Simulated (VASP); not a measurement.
Runs of VASP 6.6.1 on Rh. The structure is that of space group Im-3m (No. 229), or close to it. The cells are those of the table. 

```csv
task,potentials or basis,cell,k mesh,cutoff (eV),second run,gap on the mesh (eV),pressure (GPa)
single point,"VASP PAW LDA potentials, release 64 (Rh_pv)","a = 2.605 Å, angles 109.5°, 1 atom",15 × 15 × 15,520,-,none,0.8
single point,"VASP PAW LDA potentials, release 64 (Rh_pv)","a = 2.640 Å, angles 109.5°, 1 atom",16 × 16 × 16,520,-,none,(b)
single point,"VASP PAW LDA potentials, release 64 (Rh_pv)","a = 2.534 Å, angles 109.5°, 1 atom",16 × 16 × 16,520,-,none,(a)
single point,"VASP PAW LDA potentials, release 64 (Rh_sv_GW)","a = 2.570 Å, angles 109.5°, 1 atom",16 × 16 × 16,530,valence_matched,none,11.0
single point,"VASP PAW LDA potentials, release 64 (Rh_pv)","a = 2.706 Å, angles 109.5°, 1 atom",16 × 16 × 16,520,-,none,-23.9
relaxation of cell and atoms,"VASP PAW LDA potentials, release 64 (Rh_pv)","relaxed from a = 2.614 Å, angles 109.5°, 1 atom",15 × 15 × 15,600,-,none,0.0
single point,"VASP PAW LDA potentials, release 64 (Rh_pv)","a = 2.570 Å, angles 109.5°, 1 atom",16 × 16 × 16,520,-,none,14.0
single point,"VASP PAW LDA potentials, release 64 (Rh_pv)","a = 2.605 Å, angles 109.5°, 1 atom",16 × 16 × 16,520,-,none,0.8
```

Alike in all rows: level LDA; no spin polarisation; smearing fermi-dirac 0.1 eV.

Task: Estimate the missing entries.

Result: (a) 30.7; (b) -9.5.

A k mesh can miss the band edges, and the runs leave out spin-orbit coupling on Rh.

A gap of «none» marks levels without a gap at the run's occupations.

The runs don't all hold the same shells in valence.
